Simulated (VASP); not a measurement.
Input of a VASP 6.6.1 run:

The input INCAR:

```
PREC = Accurate
ENCUT = 600
EDIFF = 1E-6
ISMEAR = 0
SIGMA = 0.1
LREAL = False
LASPH = True
NELM = 120
ALGO = Normal
ISIF = 2
LWAVE = False
LCHARG = False
GGA = PE
NBANDS = 23
NELECT = 32.5
ISYM = 0
GGA_COMPAT = False
```

File KPOINTS:

```
regular mesh
0
Gamma
  5 6 4
```

POSCAR

```
W2C
1.0
    3.0700456420      0.0000000000      0.0000000000
   -1.5350228210      2.6587375167      0.0000000000
    0.0000000000      0.0000000000      4.6784280000
W C
2 1
Direct
    0.3333333333      0.6666666667      0.7463310000
    0.6666666667      0.3333333333      0.2536690000
    0.0000000000      0.0000000000      0.0000000000
```

Potentials or basis: VASP PAW PBE potentials, release 64 (W_sv, C).

The run is started by

```bash
$ cat potpaw_PBE.64/W_sv/POTCAR potpaw_PBE.64/C/POTCAR > POTCAR
$ mpirun -np 1 vasp_std > vasp.out
```

Problem. What does it give for the largest force?

Solution. 0.140 eV/Å.

Forces on the atoms (eV/Å):
```
W    0.105 -0.092 -0.011
W   -0.105  0.092  0.011
C    0.000  0.000  0.000
```

Caveat: the k points lie up to 0.47 Å⁻¹ apart; the cell carries a net charge on a neutralising background, which shifts energy and pressure.
